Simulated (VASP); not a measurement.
# Pd (P6_3/mmc) in VASP: notebook

Runs on Pd. Level: LDA. Tasks: single point, relaxation of volume and atoms at fixed shape.

Everything below comes from runs of VASP 6.6.1. Logs are shortened: lines on timing, memory, paths and dates and some standing lists are left out, and cuts for length are marked.

### Step 1. The cell of the first run

It takes space group P6_3/mmc (No. 194, hexagonal). Conventional cell: a = 2.702 Å, b = 2.702 Å, c = 4.494 Å, α = 90.00°, β = 90.00°, γ = 120.00°. Pd (site symmetry -6m2) has 12 Pd at 2.70 to 2.74 Å within 3.6 Å.

### Step 2. Single point, LDA

Input file INCAR:

```
SYSTEM = Pd
ALGO     = Normal         ! electronic algorithm
EDIFF    = 1E-6           ! SCF threshold, eV
ENCUT    = 520            ! plane-wave cutoff, eV
ISIF     = 2              ! what is computed and relaxed
ISMEAR   = -1             ! smearing method
LASPH    = .TRUE.         ! aspherical terms in the spheres
LCHARG   = .FALSE.        ! write CHGCAR
LREAL    = .FALSE.        ! projectors in reciprocal space
LWAVE    = .FALSE.        ! write WAVECAR
NBANDS   = 17             ! bands
NELM     = 100            ! most SCF steps
PREC     = Accurate       ! precision mode
SIGMA    = 0.05           ! smearing width, eV
```

Input file KPOINTS:

```
k-points
0
G
  9 9 5
  0 0 0
```

Input file POSCAR:

```
Pd
1.0
    2.7023917539     -0.0000000028      0.0000000000
   -1.3511958745      2.3403399112      0.0000000000
    0.0000000000      0.0000000000      4.4937454921
Pd
2
Direct
    0.6666666667      0.3333333333      0.7500000000
    0.3333333333      0.6666666667      0.2500000000
```

Potentials or basis: VASP PAW LDA potentials, release 64 (Pd).

Launch:

```
cat potpaw_LDA.64/Pd/POTCAR > POTCAR
mpirun -np 1 vasp_std > vasp.out
```

OUTCAR:

```text
SYSTEM = Pd
   EDIFF = 1E-6
   ENCUT = 520
   ISIF = 2
   ISMEAR = -1
   LASPH = .TRUE.
   LREAL = .FALSE.
   NELM = 100
   PREC = Accurate

 ion  position               nearest neighbor table
   1  0.667  0.333  0.750-   2 2.74   2 2.74   2 2.74   2 2.74   2 2.74   2 2.74
   2  0.333  0.667  0.250-   1 2.74   1 2.74   1 2.74   1 2.74   1 2.74   1 2.74

  LATTYP: Found a hexagonal cell.
 ALAT       =     2.7023917539
 C/A-ratio  =     1.6628771479

  Lattice vectors:

 A1 = (   2.7023917539,  -0.0000000028,   0.0000000000)
 A2 = (  -1.3511958745,   2.3403399112,   0.0000000000)
 A3 = (   0.0000000000,   0.0000000000,   4.4937454921)

Analysis of symmetry for initial positions (statically):
=====================================================================
 Subroutine PRICEL returns:
 Original cell was already a primitive cell.

 Routine SETGRP: Setting up the symmetry group for a
 hexagonal supercell.

 Subroutine GETGRP returns: Found 24 space group operations
 (whereof 12 operations were pure point group operations)
 out of a pool of 24 trial point group operations.

The static configuration has the point symmetry D_3d.
 The point group associated with its full space group is D_6h.

Analysis of symmetry for dynamics (positions and initial velocities):
=====================================================================
 Subroutine PRICEL returns:
 Original cell was already a primitive cell.

 Routine SETGRP: Setting up the symmetry group for a
 hexagonal supercell.

 Subroutine GETGRP returns: Found 24 space group operations
 (whereof 12 operations were pure point group operations)
 out of a pool of 24 trial point group operations.

The dynamic configuration has the point symmetry D_3d.
 The point group associated with its full space group is D_6h.

 Subroutine INISYM returns: Found 24 space group operations
 (whereof 12 operations are pure point group operations),
 and found     1 'primitive' translations

----------------------------------------------------------------------------------------

                                     Primitive cell

  volume of cell :      28.4208

  direct lattice vectors                    reciprocal lattice vectors
     2.702391754 -0.000000003  0.000000000     0.370042574  0.213644179  0.000000000
    -1.351195874  2.340339911  0.000000000     0.000000000  0.427288359  0.000000000
     0.000000000  0.000000000  4.493745492     0.000000000  0.000000000  0.222531517

  length of vectors
     2.702391754  2.702391754  4.493745492     0.427288359  0.427288359  0.222531517

  position of ions in fractional coordinates (direct lattice)
     0.666666667  0.333333333  0.750000000
     0.333333333  0.666666667  0.250000000

  ion indices of the primitive-cell ions
   primitive index   ion index
                 1           1
                 2           2

----------------------------------------------------------------------------------------

 KPOINTS: k-points

Automatic generation of k-mesh.
 Grid dimensions read from file:
 generate k-points for:    9    9    5

 Generating k-lattice:

  Cartesian coordinates                     Fractional coordinates (reciprocal lattice)
     0.041115842  0.023738242  0.000000000     0.111111111  0.000000000  0.000000000
     0.000000000  0.047476484  0.000000000     0.000000000  0.111111111  0.000000000
     0.000000000  0.000000000  0.044506303     0.000000000  0.000000000  0.200000000

  Length of vectors
     0.047476484  0.047476484  0.044506303

  Shift w.r.t. Gamma in fractional coordinates (k-lattice)
     0.000000000  0.000000000  0.000000000

 Subroutine IBZKPT returns following result:
 ===========================================

 Found     36 irreducible k-points:

 Following reciprocal coordinates:
            Coordinates               Weight
  0.000000  0.000000  0.000000      1.000000
  0.111111 -0.000000  0.000000      6.000000
  0.222222  0.000000  0.000000      6.000000
  0.333333  0.000000  0.000000      6.000000
  0.444444  0.000000  0.000000      6.000000
  0.111111  0.111111  0.000000      6.000000
[... 16 lines left out ...]
  0.333333  0.222222  0.200000     24.000000
  0.333333  0.333333  0.200000      4.000000
 [... further k-points ...]
   k-points           NKPTS =     36   k-points in BZ     NKDIM =     36   number of bands    NBANDS=     17
   number of dos      NEDOS =    301   number of ions     NIONS =      2
   total plane-waves  NPLWV =  14400
   dimension x,y,z NGX =    20 NGY =   20 NGZ =   36
   dimension x,y,z NGXF=    40 NGYF=   40 NGZF=   72
   ions per type =               2
   NGX,Y,Z   is equivalent  to a cutoff of  12.30, 12.30, 13.32 a.u.
   NGXF,Y,Z  is equivalent  to a cutoff of  24.61, 24.61, 26.64 a.u.
 SYSTEM =  Pd
   PREC   = accura    normal or accurate (medium, high low for compatibility)
   ISTART =      0    job   : 0-new  1-cont  2-samecut
   ICHARG =      2    charge: 1-file 2-atom 10-const
   ISPIN  =      1    spin polarized calculation?
   LNONCOLLINEAR =      F non collinear calculations
   LSORBIT =      F    spin-orbit coupling
   LASPH  =      T    aspherical Exc in radial PAW
   ENCUT  =  520.0 eV  38.22 Ry    6.18 a.u.   5.02  5.02  8.36*2*pi/ulx,y,z
   NELM   =    100;   NELMIN=  2; NELMDL= -5     # of ELM steps
   EDIFF  = 0.1E-05   stopping-criterion for ELM
   LREAL  =      F    real-space projection
   EDIFFG = 0.1E-04   stopping-criterion for IOM
   NSW    =      0    number of steps for IOM
   IBRION =     -1    ionic relax: 0-MD 1-quasi-New 2-CG
   NFREE  =      0    steps in history (QN), initial steepest desc. (CG)
   ISIF   =      2    stress and relaxation
   ISYM   =      2    0-nonsym 1-usesym 2-fastsym
   POTIM  = 0.5000    time-step for ionic-motion
   TEBEG  =    0.0;   TEEND  =   0.0 temperature during run
   PSTRESS=    0.0 pullay stress
   NELECT =      20.0000    total number of electrons
   NUPDOWN=      -1.0000    fix difference up-down
   EMIN   =  10.00;   EMAX   =-10.00  energy-range for DOS
[... 5 lines left out ...]
     AMIX     =   0.40;   BMIX     =  1.00
     AMIX_MAG =   1.60;   BMIX_MAG =  1.00
  volume/ion in A,a.u.               =      14.21        95.90
  Fermi-wavevector in a.u.,A,eV,Ry     =   1.456150  2.751725 28.849443  2.120374
  Thomas-Fermi vector in A             =   2.573102
   LORBIT       =      0    0 simple, 1 ext, 2 COOP (PROOUT), +10 PAW based schemes
   GGA     = CA    functional components
   LHFCALC =     F    Hartree Fock is set to
   AEXX    =    0.0000 exact exchange contribution
   IVDW    =     0    specifies the selected vdW correction
   LEPSILON=     F    determine dielectric tensor
   LRPA    =     F    only Hartree local field effects (RPA)
 non-spin polarized calculation
  energy-cutoff  :      520.00
  volume of cell :       28.42
 maximum number of plane-waves:       780
 NGX is ok and might be reduce to    20
   NGX =  9   NGY =  9   NGZ = 17

 number of electron      19.9999994 magnetization

 Free energy of the ion-electron system (eV)
  ---------------------------------------------------
  ext. energy  EPLUGINS =         0.00000000
  ---------------------------------------------------
  free energy    TOTEN  =       -12.92770264 eV

  energy without entropy =      -12.87810687  energy(sigma->0) =      -12.90290476

 E-fermi :  10.2451     XC(G=0): -13.7457

 val. band max:       10.2389522893   @ k =   0.2222   0.2222   0.2000
 cond. band min:      10.2459909930   @ k =   0.3333   0.0000   0.4000
 fundamental gap:      0.0070387037
 Fermi energy:        10.2451093316

 k-point     1 :       0.0000    0.0000    0.0000
  band No.  band energies     occupation
      1       2.7136      2.00000
      2       4.5729      2.00000
      3       7.0784      2.00000
      4       7.2979      2.00000
      5       7.2979      2.00000
      6       7.6826      2.00000
[... 9 lines left out ...]
     16      29.9088      0.00000
     17      32.9656      0.00000

 k-point     2 :       0.1111   -0.0000    0.0000
  band No.  band energies     occupation
      1       3.1246      2.00000
      2       4.8635      2.00000
      3       6.8371      2.00000
      4       7.4521      2.00000
      5       7.5856      2.00000
      6       7.6074      2.00000
[... 9 lines left out ...]
     16      29.5402      0.00000
     17      30.8558      0.00000

 k-point     3 :       0.2222    0.0000    0.0000
  band No.  band energies     occupation
      1       4.1625      2.00000
      2       5.3168      2.00000
      3       6.6317      2.00000
      4       6.7983      2.00000
      5       7.2450      2.00000
      6       7.8861      2.00000
[... 9 lines left out ...]
     16      28.8997      0.00000
     17      29.7696      0.00000

 k-point     4 :       0.3333    0.0000    0.0000
  band No.  band energies     occupation
      1       4.9073      2.00000
      2       5.1692      2.00000
      3       5.7933      2.00000
      4       7.2471      2.00000
      5       7.5039      2.00000
      6       7.5283      2.00000
[... 9 lines left out ...]
     16      26.5513      0.00000
     17      27.9327      0.00000

 k-point     5 :       0.4444    0.0000    0.0000
  band No.  band energies     occupation
      1       4.7153      2.00000
      2       5.1536      2.00000
      3       5.2689      2.00000
      4       7.3196      2.00000
      5       7.5689      2.00000
      6       7.8455      2.00000
[... 9 lines left out ...]
     16      24.3776      0.00000
     17      24.6595      0.00000

 k-point     6 :       0.1111    0.1111    0.0000
  band No.  band energies     occupation
      1       3.8736      2.00000
      2       5.3179      2.00000
      3       6.4865      2.00000
      4       7.2129      2.00000
      5       7.3572      2.00000
      6       7.7669      2.00000
[... 9 lines left out ...]
     16      29.8097      0.00000
     17      30.1513      0.00000
[... 281 lines left out ...]
 k-point    21 :       0.4444    0.1111    0.2000
  band No.  band energies     occupation
      1       4.8324      2.00000
      2       5.0641      2.00000
      3       6.0169      2.00000
      4       6.4446      2.00000
      5       7.1715      2.00000
      6       8.2509      2.00000
[... 9 lines left out ...]
     16      25.3292      0.00000
     17      25.4167      0.00000

 k-point    22 :       0.2222    0.2222    0.2000
  band No.  band energies     occupation
      1       5.5154      2.00000
      2       5.6796      2.00000
      3       6.0323      2.00000
      4       6.3024      2.00000
      5       7.4223      2.00000
      6       7.4490      2.00000
[... 9 lines left out ...]
     16      25.7324      0.00000
     17      26.0101      0.00000

 k-point    23 :       0.3333    0.2222    0.2000
  band No.  band energies     occupation
      1       5.2825      2.00000
      2       5.7691      2.00000
      3       6.1351      2.00000
      4       6.4165      2.00000
      5       7.0348      2.00000
      6       7.7429      2.00000
[... 9 lines left out ...]
     16      24.6730      0.00000
     17      25.3296      0.00000

 k-point    24 :       0.3333    0.3333    0.2000
  band No.  band energies     occupation
      1       5.5473      2.00000
      2       6.0397      2.00000
      3       6.0397      2.00000
      4       6.5820      2.00000
      5       7.1662      2.00000
      6       7.1662      2.00000
[... 9 lines left out ...]
     16      21.8937      0.00000
     17      27.0571      0.00000

 [... further k-points ...]
[... 5 lines left out ...]
  --------------------------------------------------------------------------------------
  -------------------------------------------------------------------------------------
  Total       -0.0301562     -0.0301562      0.2172065     -0.0000000      0.0000000      0.0000000
  in kB       -1.7000094     -1.7000094     12.2446896     -0.0000000      0.0000000      0.0000000
  external PRESSURE =       2.9482236 kB  Pullay stress =       0.0000000 kB

 VOLUME and BASIS-vectors are now :
 -----------------------------------------------------------------------------
  energy-cutoff  :      520.00
  volume of cell :       28.42
      direct lattice vectors                 reciprocal lattice vectors
     2.702391754 -0.000000003  0.000000000     0.370042574  0.213644179  0.000000000
    -1.351195874  2.340339911  0.000000000     0.000000000  0.427288359  0.000000000
     0.000000000  0.000000000  4.493745492     0.000000000  0.000000000  0.222531517

 POSITION                                       TOTAL-FORCE (eV/Angst)
 -----------------------------------------------------------------------------------
      1.35120      0.78011      3.37031         0.000000      0.000000      0.000000
      0.00000      1.56023      1.12344        -0.000000     -0.000000      0.000000
 -----------------------------------------------------------------------------------
    total drift:                               -0.000000      0.000000     -0.000000

  FREE ENERGIE OF THE ION-ELECTRON SYSTEM (eV)
  ---------------------------------------------------
  free  energy   TOTEN  =       -12.9277026443 eV

  energy  without entropy=      -12.8781068697  energy(sigma->0) =      -12.90290476
```

Wall time 5.9 s (1 thread of Intel Xeon 6975P-C (Granite Rapids), shared host); peak memory 0.13 GiB.

What came out:

```
Free energy            : -12.9277 eV
Pressure               : 0.3 GPa
Band gap on the k mesh : zero (band 10 reaches 10.41 eV, above the bottom of band 11 at 9.68 eV)
```

### Step 3. Single point, LDA

This run uses another cell than the first one, of 14.07 Å³/atom, 0.990 times its volume.

Input file INCAR:

```
ALGO = Normal
EDIFF = 1E-6
ENCUT = 520
ISIF = 2
ISMEAR = -1
LASPH = T
LCHARG = F
LREAL = F
LWAVE = F
NBANDS = 17
NELM = 100
PREC = Accurate
SIGMA = 0.05
```

Input file KPOINTS:

```
k-points
0
Gamma
  9 9 5
```

Input file POSCAR:

```
Pd
1.0
    2.6933535869     -0.0000000028      0.0000000000
   -1.3466767910      2.3325126290      0.0000000000
    0.0000000000      0.0000000000      4.4787161307
Pd
2
Direct
    0.6666666667      0.3333333333      0.7500000000
    0.3333333333      0.6666666667      0.2500000000
```

Potentials or basis: VASP PAW LDA potentials, release 64 (Pd).

Launch:

```
cat potpaw_LDA.64/Pd/POTCAR > POTCAR
mpirun -np 1 vasp_std > vasp.out
```

It took 6.1 s on 1 thread of Intel Xeon 6975P-C (Granite Rapids), shared host; peak memory 0.13 GiB.

Results (log left out):

```
Free energy            : -12.9250 eV
Pressure               : 2.6 GPa
Band gap on the k mesh : zero (band 10 reaches 10.60 eV, above the bottom of band 11 at 9.86 eV)
```

Stress tensor (GPa, compression positive):
```
2.13 0.00 0.00
0.00 2.13 0.00
0.00 0.00 3.58
```

Levels at points of the mesh, in eV from the Fermi level:
```csv
k point,band 6,band 7,band 8,band 9,band 10,band 11,band 12,band 13,band 14,band 15
"(0.00, 0.00, 0.00)",-2.60,-2.60,-1.84,-1.84,-0.25,-0.25,0.68,7.34,17.15,18.81
```

(Part 1 of 2 ends here.)
